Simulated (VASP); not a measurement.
A run of VASP 6.6.1 is set up as follows.

File INCAR:

```
SYSTEM = Ba2SeO
ALGO = Normal
EDIFF = 1E-6
ENCUT = 520
GGA = PE
ISIF = 2
ISMEAR = 0
LASPH = .TRUE.
LCHARG = .FALSE.
LREAL = .FALSE.
LWAVE = .FALSE.
NBANDS = 24
NELM = 60
PREC = Accurate
SIGMA = 0.01
```

KPOINTS

```
k-points
0
G
  4 4 2
  0 0 0
```

File POSCAR:

```
Ba2SeO
1.0
    4.4010517887      0.0000000000      0.0000000000
    0.0000000000      4.4010517887      0.0000000000
    0.0000000000      0.0000000000      6.2351468621
O Ba Se
1 2 1
Direct
    0.0000000000      0.0000000000      0.0000000000
    0.0000000000      0.0000000000      0.5000000000
    0.5000000000      0.5000000000      0.0000000000
    0.5000000000      0.5000000000      0.5000000000
```

Potentials or basis: VASP PAW PBE potentials, release 64 (O, Ba_sv, Se).

Launch:

```bash
$ cat potpaw_PBE.64/O/POTCAR potpaw_PBE.64/Ba_sv/POTCAR potpaw_PBE.64/Se/POTCAR > POTCAR
$ mpirun -np 1 vasp_std > vasp.out
```

(1) What does it give for the pressure?

(2) Estimate the band gap on the k mesh.

Results:

(1) 1.4 GPa.

(2) 1.40 eV, direct.

Caveat: the k points lie up to 0.50 Å⁻¹ apart; spin-orbit coupling is left out, which moves the levels of the heavy elements.
